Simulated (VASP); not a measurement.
# C9F in VASP: single point with PBE+D3(BJ)

Aim: the single point of C9F with PBE+D3(BJ).

Everything below comes from runs of VASP 6.6.1. Logs are shortened: lines on timing, memory, paths and dates and some standing lists are left out, and cuts for length are marked.

### 1 The cell of the first run

The cell holds a slab with vacuum, 20 atoms: a = 7.395 Å, b = 7.395 Å, c = 18.282 Å, α = 90.00°, β = 90.00°, γ = 120.00°.

### 2 Single point, PBE+D3(BJ)

Contents of INCAR:

```
SYSTEM = C9F
  ALGO = Normal
  DIPOL = 0.5 0.5 0.453
  EDIFF = 1E-6
  ENCUT = 520
  GGA = PE
  IDIPOL = 3
  ISIF = 2
  ISMEAR = 0
  IVDW = 12
  LASPH = .TRUE.
  LCHARG = .TRUE.
  LDIPOL = .TRUE.
  LELF = .TRUE.
  LREAL = Auto
  LVACPOTAV = .TRUE.
  LVHAR = .TRUE.
  LWAVE = .FALSE.
  NBANDS = 59
  NELM = 80
  PREC = Accurate
  SIGMA = 0.05
```

Contents of KPOINTS:

```
k-points
0
G
  3 3 1
  0 0 0
```

Contents of POSCAR:

```
C9F
1.0
    7.3951485247      0.0000000000      0.0000000000
   -3.6975742623      6.4043864871      0.0000000000
    0.0000000000      0.0000000000     18.2821100066
C F
18 2
Direct
    0.5555555556      0.4444444444      0.4375862522
    0.5557109120      0.7778882122      0.4377161727
    0.5557113323      0.1111823949      0.4377308307
    0.8889660975      0.4444091556      0.4377639271
    0.8889857087      0.7778727352      0.4377147530
    0.8889666959      0.1111460082      0.4367981630
    0.2222169438      0.4443215651      0.4372914243
    0.2222152491      0.7777501614      0.4380452722
    0.2222099564      0.1112542366      0.4372455823
    0.4443856916      0.2222367881      0.4375445478
    0.4443908843      0.5555047701      0.4375692871
    0.4445426195      0.8889468425      0.4379342770
    0.7778774939      0.2221414978      0.4373612579
    0.7778686782      0.5555754014      0.4377811246
    0.7778951324      0.8890796834      0.4373133125
    0.1111072928      0.2222296991      0.4367091997
    0.1110973359      0.5554749652      0.4378469370
    0.1111323954      0.8889557142      0.4377921208
    0.0017803885      0.0505890134      0.5889388164
    0.0011014970      0.2717626541      0.5902853046
```

Potentials or basis: VASP PAW PBE potentials, release 64 (C, F).

Launch:

```
cat potpaw_PBE.64/C/POTCAR potpaw_PBE.64/F/POTCAR > POTCAR
mpirun -np 1 vasp_std > vasp.out
```

OUTCAR:

```text
SYSTEM = C9F
   EDIFF = 1E-6
   ENCUT = 520
   GGA = PE
   ISIF = 2
   ISMEAR = 0
   IVDW = 12
   LASPH = .TRUE.
   LREAL = Auto
   NELM = 80
   PREC = Accurate
 IVDW          = 12

 ion  position               nearest neighbor table
   1  0.556  0.444  0.438-  10 1.42  11 1.42  14 1.42
   2  0.556  0.778  0.438-  15 1.42  12 1.42  11 1.42
   3  0.556  0.111  0.438-  13 1.42  12 1.42  10 1.42
   4  0.889  0.444  0.438-  17 1.42  14 1.42  13 1.42
   5  0.889  0.778  0.438-  18 1.42  14 1.42  15 1.42
   6  0.889  0.111  0.437-  15 1.42  13 1.42  16 1.42
[... 10 lines left out ...]
  17  0.111  0.555  0.438-   4 1.42   8 1.42   7 1.42
  18  0.111  0.889  0.438-   5 1.42   8 1.42   9 1.42
  19  0.002  0.051  0.589-  20 1.64
  20  0.001  0.272  0.590-  19 1.64

  LATTYP: Found a hexagonal cell.
 ALAT       =     7.3951485247
 C/A-ratio  =     2.4721761768

  Lattice vectors:

 A1 = (   7.3951485247,   0.0000000000,   0.0000000000)
 A2 = (  -3.6975742623,   6.4043864871,   0.0000000000)
 A3 = (   0.0000000000,   0.0000000000,  18.2821100066)

Analysis of symmetry for initial positions (statically):
=====================================================================
 Subroutine PRICEL returns:
 Original cell was already a primitive cell.

 Routine SETGRP: Setting up the symmetry group for a
 hexagonal supercell.

 Subroutine GETGRP returns: Found  1 space group operations
 (whereof  1 operations were pure point group operations)
 out of a pool of 24 trial point group operations.

The static configuration has the point symmetry C_1 .

Analysis of symmetry for dynamics (positions and initial velocities):
=====================================================================
 Subroutine PRICEL returns:
 Original cell was already a primitive cell.

 Routine SETGRP: Setting up the symmetry group for a
 hexagonal supercell.

 Subroutine GETGRP returns: Found  1 space group operations
 (whereof  1 operations were pure point group operations)
 out of a pool of 24 trial point group operations.

The dynamic configuration has the point symmetry C_1 .

 Subroutine INISYM returns: Found  1 space group operations
 (whereof  1 operations are pure point group operations),
 and found     1 'primitive' translations

----------------------------------------------------------------------------------------

                                     Primitive cell

  volume of cell :     865.8661

  direct lattice vectors                    reciprocal lattice vectors
     7.395148525  0.000000000  0.000000000     0.135223788  0.078071491  0.000000000
    -3.697574262  6.404386487  0.000000000     0.000000000  0.156142981  0.000000000
     0.000000000  0.000000000 18.282110007     0.000000000  0.000000000  0.054698282

  length of vectors
     7.395148525  7.395148525 18.282110007     0.156142981  0.156142981  0.054698282

  position of ions in fractional coordinates (direct lattice)
     0.555555556  0.444444444  0.437586252
     0.555710912  0.777888212  0.437716173
     0.555711332  0.111182395  0.437730831
     0.888966098  0.444409156  0.437763927
     0.888985709  0.777872735  0.437714753
     0.888966696  0.111146008  0.436798163
[... 12 lines left out ...]
     0.001780389  0.050589013  0.588938816
     0.001101497  0.271762654  0.590285305

  ion indices of the primitive-cell ions
   primitive index   ion index
                 1           1
                 2           2
                 3           3
                 4           4
                 5           5
                 6           6
[... 12 lines left out ...]
                19          19
                20          20

----------------------------------------------------------------------------------------

 KPOINTS: k-points

Automatic generation of k-mesh.
 Grid dimensions read from file:
 generate k-points for:    3    3    1

 Generating k-lattice:

  Cartesian coordinates                     Fractional coordinates (reciprocal lattice)
     0.045074596  0.026023830  0.000000000     0.333333333  0.000000000  0.000000000
     0.000000000  0.052047660  0.000000000     0.000000000  0.333333333  0.000000000
     0.000000000  0.000000000  0.054698282     0.000000000  0.000000000  1.000000000

  Length of vectors
     0.052047660  0.052047660  0.054698282

  Shift w.r.t. Gamma in fractional coordinates (k-lattice)
     0.000000000  0.000000000  0.000000000

 Subroutine IBZKPT returns following result:
 ===========================================

 Found      5 irreducible k-points:

 Following reciprocal coordinates:
            Coordinates               Weight
  0.000000  0.000000  0.000000      1.000000
  0.333333 -0.000000  0.000000      2.000000
  0.000000  0.333333  0.000000      2.000000
 -0.333333  0.333333  0.000000      2.000000
  0.333333  0.333333  0.000000      2.000000
   k-points           NKPTS =      5   k-points in BZ     NKDIM =      5   number of bands    NBANDS=     59
   number of dos      NEDOS =    301   number of ions     NIONS =     20
   total plane-waves  NPLWV = 439040
   dimension x,y,z NGX =    56 NGY =   56 NGZ =  140
   dimension x,y,z NGXF=   112 NGYF=  112 NGZF=  280
   ions per type =              18   2
   NGX,Y,Z   is equivalent  to a cutoff of  12.59, 12.59, 12.73 a.u.
   NGXF,Y,Z  is equivalent  to a cutoff of  25.18, 25.18, 25.46 a.u.
 SYSTEM =  C9F
   PREC   = accura    normal or accurate (medium, high low for compatibility)
   ISTART =      0    job   : 0-new  1-cont  2-samecut
   ICHARG =      2    charge: 1-file 2-atom 10-const
   ISPIN  =      1    spin polarized calculation?
   LNONCOLLINEAR =      F non collinear calculations
   LSORBIT =      F    spin-orbit coupling
   LASPH  =      T    aspherical Exc in radial PAW
   ENCUT  =  520.0 eV  38.22 Ry    6.18 a.u.  13.75 13.75 33.99*2*pi/ulx,y,z
   NELM   =     80;   NELMIN=  2; NELMDL= -5     # of ELM steps
   EDIFF  = 0.1E-05   stopping-criterion for ELM
   LREAL  =      T    real-space projection
   EDIFFG = 0.1E-04   stopping-criterion for IOM
   NSW    =      0    number of steps for IOM
   IBRION =     -1    ionic relax: 0-MD 1-quasi-New 2-CG
   NFREE  =      0    steps in history (QN), initial steepest desc. (CG)
   ISIF   =      2    stress and relaxation
   ISYM   =      2    0-nonsym 1-usesym 2-fastsym
   POTIM  = 0.5000    time-step for ionic-motion
   TEBEG  =    0.0;   TEEND  =   0.0 temperature during run
   PSTRESS=    0.0 pullay stress
   NELECT =      86.0000    total number of electrons
   NUPDOWN=      -1.0000    fix difference up-down
   EMIN   =  10.00;   EMAX   =-10.00  energy-range for DOS
   EFERMI =   0.00;   METHOD = LEGACY
   ISMEAR =     0;   SIGMA  =   0.05  broadening in eV -4-tet -1-fermi 0-gaus
   EFERMI_NEDOS =   21; number of points for ismear=-14 and -15
   IALGO  =     38    algorithm
   IMIX   =      4    mixing-type and parameters
     AMIX     =   0.40;   BMIX     =  1.00
     AMIX_MAG =   1.60;   BMIX_MAG =  1.00
  volume/ion in A,a.u.               =      43.29       292.16
  Fermi-wavevector in a.u.,A,eV,Ry     =   0.758154  1.432703  7.820593  0.574797
  Thomas-Fermi vector in A             =   1.856661
   LORBIT       =      0    0 simple, 1 ext, 2 COOP (PROOUT), +10 PAW based schemes
   GGA     = PE    functional components
   LHFCALC =     F    Hartree Fock is set to
   AEXX    =    0.0000 exact exchange contribution
   IVDW    =    12    specifies the selected vdW correction
   LEPSILON=     F    determine dielectric tensor
   LRPA    =     F    only Hartree local field effects (RPA)
 non-spin polarized calculation
 Gauss-broadening in eV      SIGMA  =   0.05
  energy-cutoff  :      520.00
  volume of cell :      865.87
 maximum number of plane-waves:     23365
   NGX = 27   NGY = 27   NGZ = 67

 dipolmoment           0.000000      0.000000     -0.017389 electrons x Angstroem

 number of electron      86.0000003 magnetization

 dipolmoment           0.000000      0.000000      0.692243 electrons x Angstroem

 Free energy of the ion-electron system (eV)
  ---------------------------------------------------
  ext. energy  EPLUGINS =         0.00000000
  ---------------------------------------------------
  free energy    TOTEN  =      -169.91981148 eV

  energy without entropy =     -169.89919560  energy(sigma->0) =     -169.90950354

 E-fermi :  -3.5768     XC(G=0):  -2.7201

 val. band max:       -5.1627493254   @ k =   0.3333  -0.0000   0.0000
 cond. band min:      -3.5604242025   @ k =   0.0000   0.0000   0.0000
 fundamental gap:      1.6023251229
 Fermi energy:        -3.5767683530

 k-point     1 :       0.0000    0.0000    0.0000
  band No.  band energies     occupation
      1     -27.0553      2.00000
      2     -23.9863      2.00000
      3     -23.0160      2.00000
      4     -20.4557      2.00000
      5     -20.4470      2.00000
      6     -20.4413      2.00000
[... 47 lines left out ...]
     54       1.4940      0.00000
     55       2.0456      0.00000

 k-point     2 :       0.3333   -0.0000    0.0000
  band No.  band energies     occupation
      1     -27.0552      2.00000
      2     -23.9863      2.00000
      3     -22.7250      2.00000
      4     -21.8571      2.00000
      5     -21.0018      2.00000
      6     -20.9967      2.00000
[... 47 lines left out ...]
     54       2.6886      0.00000
     55       2.6908      0.00000

 k-point     3 :       0.0000    0.3333    0.0000
  band No.  band energies     occupation
      1     -27.0552      2.00000
      2     -23.9864      2.00000
      3     -22.7248      2.00000
      4     -21.8569      2.00000
      5     -21.0019      2.00000
      6     -20.9969      2.00000
[... 47 lines left out ...]
     54       2.6864      0.00000
     55       2.6904      0.00000

 k-point     4 :      -0.3333    0.3333    0.0000
  band No.  band energies     occupation
      1     -27.0552      2.00000
      2     -23.9864      2.00000
      3     -22.7248      2.00000
      4     -21.8569      2.00000
      5     -21.0019      2.00000
      6     -20.9970      2.00000
[... 47 lines left out ...]
     54       2.6865      0.00000
     55       2.6904      0.00000

 k-point     5 :       0.3333    0.3333    0.0000
  band No.  band energies     occupation
      1     -27.0552      2.00000
      2     -23.9864      2.00000
      3     -22.1582      2.00000
      4     -22.1546      2.00000
      5     -22.1227      2.00000
      6     -19.6047      2.00000
[... 47 lines left out ...]
     54       2.5662      0.00000
     55       2.5828      0.00000
 [bands above 55 left out]

------------------------ aborting loop because EDIFF is reached ----------------------------------------

 Edisp (eV)   -1.70525

 E8    (eV) :    -0.5266

  FORCE on cell =-STRESS in cart. coord.  units (eV):
  Direction    XX          YY          ZZ          XY          YZ          ZX
  --------------------------------------------------------------------------------------
  -------------------------------------------------------------------------------------
  Total      -0.55588    -0.48679    -0.17811    -0.06036    -0.00033    -0.00515
  in kB      -1.02858    -0.90074    -0.32958    -0.11169    -0.00062    -0.00954
  external pressure =       -0.75 kB  Pullay stress =        0.00 kB

 VOLUME and BASIS-vectors are now :
 -----------------------------------------------------------------------------
  energy-cutoff  :      520.00
  volume of cell :      865.87
      direct lattice vectors                 reciprocal lattice vectors
     7.395148525  0.000000000  0.000000000     0.135223788  0.078071491  0.000000000
    -3.697574262  6.404386487  0.000000000     0.000000000  0.156142981  0.000000000
     0.000000000  0.000000000 18.282110007     0.000000000  0.000000000  0.054698282

 POSITION                                       TOTAL-FORCE (eV/Angst)
 -----------------------------------------------------------------------------------
      2.46505      2.84639      8.00000         0.001971      0.000486      0.015417
      1.23327      4.98190      8.00238         0.005088     -0.001622     -0.004412
      3.69846      0.71206      8.00264        -0.002386      0.003322     -0.001209
      4.93080      2.84617      8.00325        -0.004084     -0.006524     -0.002255
      3.69794      4.98180      8.00235        -0.005773      0.006609     -0.009704
      6.16307      0.71182      7.98559         0.008046      0.000595      0.004477
[... 12 lines left out ...]
     -0.17389      0.32399     10.76704         0.017546     -0.033108     -0.007540
     -0.99672      1.74047     10.79166        -0.020185      0.034871     -0.011137
 -----------------------------------------------------------------------------------
    total drift:                               -0.004846     -0.003036      0.040065

  FREE ENERGIE OF THE ION-ELECTRON SYSTEM (eV)
  ---------------------------------------------------
  free  energy   TOTEN  =      -171.6250660561 eV

  energy  without entropy=     -171.6044501712  energy(sigma->0) =     -171.61475811

 vacuum level on the upper side and lower side of the slab         3.359         0.714
```

Wall time 10 min (1 thread of Intel Xeon Platinum 8259CL at 2.50GHz (Skylake/Cascade Lake), shared host); peak memory 0.86 GiB.

What came out:

```
Free energy                : -171.6251 eV
Largest force              : 0.042 eV/Å
Band gap on the k mesh     : zero (bands 43 and 44 overlap by 0.12 eV)
Dispersion energy per atom : -0.085 eV
```

Forces in eV/Å, atoms in the order of the input:
```
C    0.002  0.000  0.015
C    0.005 -0.002 -0.004
C   -0.002  0.003 -0.001
C   -0.004 -0.007 -0.002
C   -0.006  0.007 -0.010
C    0.008  0.001  0.004
C   -0.004 -0.007  0.004
C   -0.007  0.004 -0.004
C   -0.010 -0.010 -0.002
C    0.000 -0.008  0.014
C   -0.009  0.005  0.012
C    0.000 -0.003 -0.007
C    0.007  0.000 -0.001
C    0.005  0.012  0.013
C    0.010  0.000 -0.002
C    0.003 -0.006  0.007
C    0.010  0.004 -0.009
C   -0.005  0.006 -0.010
F    0.018 -0.033 -0.008
F   -0.020  0.035 -0.011
```

Levels at points of the mesh, in eV from the Fermi level:
```tsv
k point	band 40	band 41	band 42	band 43	band 44	band 45	band 46	band 47
(0.00, 0.00, 0.00)	-1.85	-1.85	0.02	0.14	0.15	0.15	0.16	3.64
```
